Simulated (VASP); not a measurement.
BeTe, 2 atoms in the cell. Symmetry: F-43m, No. 216, cubic system. The conventional cell has a = 5.429 Å, b = 5.429 Å, c = 5.429 Å, α = 90.00°, β = 90.00°, γ = 90.00°. Be (site symmetry -43m) has 4 Te at 2.35 Å within 3.1 Å. Within 3.1 Å of Te (site symmetry -43m) lie 4 Be at 2.35 Å. 

```yaml
Program: VASP 6.6.1
Task: elastic constants
Functional: PBEsol
Potentials_or_basis: VASP PAW PBE potentials, release 64 (Be, Te)
Cutoff: 600 eV
k_mesh: 8 × 8 × 8
Occupations: gaussian, width 0.01 eV
Spin: no spin polarisation
Dipole_correction: no
Ions_in_elastic_constants: relaxed
Further_INCAR_settings: ALGO = Normal; EDIFF = 1e-08; NBANDS = 11; IBRION = 6; POTIM = 0.015; NSW = 1; ISIF = 3
```

Potentials or basis: VASP PAW PBE potentials, release 64 (Be, Te).

The run is started by

```bash
$ cat potpaw_PBE.64/Be/POTCAR potpaw_PBE.64/Te/POTCAR > POTCAR
$ mpirun -np 1 vasp_std > vasp.out
```

Hardware: 1 thread of Intel Xeon 6975P-C, on a shared host.

Problem. How long does it take, and how much memory?

Solution. It took 5.6 min on 1 thread of Intel Xeon 6975P-C, with other jobs on the host, peak memory 0.3 GiB. Counts: scf iterations 156, k points 29.
